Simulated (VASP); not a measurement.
# SiC: single point with PBE

SiC:

```xyz
2
Lattice="0.0000 2.1677 2.1677 2.1677 0.0000 2.1677 2.1677 2.1677 0.0000" Properties=species:S:1:pos:R:3 pbc="T T T"
Si    0.0000    0.0000    0.0000
C     1.0838    1.0838    1.0838
```

This cell differs from its parent crystal: volume changed by -3%.

```
Program             : VASP 6.6.1
Task                : single point
Functional          : PBE
Potentials or basis : VASP PAW PBE potentials, release 64 (Si, C)
Cutoff              : 520 eV
k mesh              : 8 × 8 × 8
Occupations         : gaussian, width 0.01 eV
Spin                : no spin polarisation
```

```json
{
  "Pressure": "6.8 GPa",
  "Band gap on the k mesh": "1.34 eV, indirect (least direct gap 4.56 eV)"
}
```

Levels at points of the mesh, in eV from the valence-band top:
| k point | band 1 | band 2 | band 3 | band 4 | band 5 | band 6 | band 7 | band 8 | band 9 |
| --- | --- | --- | --- | --- | --- | --- | --- | --- | --- |
| (0.00, 0.00, 0.00) | -15.53 | 0.00 | 0.00 | 0.00 | 6.42 | 7.42 | 7.42 | 7.42 | 14.60 |
| (0.50, 0.00, 0.00) | -11.90 | -8.62 | -1.06 | -1.06 | 5.58 | 7.29 | 7.29 | 10.14 | 16.39 |
| (0.50, 0.50, 0.00) | -10.43 | -7.84 | -3.22 | -3.22 | 1.34 | 4.38 | 14.22 | 14.22 | 15.00 |

Run time: 7.8 s on 1 thread of Intel Xeon 8259CL (shared host), peak memory 0.13 GiB.

 A k mesh can miss the band edges.
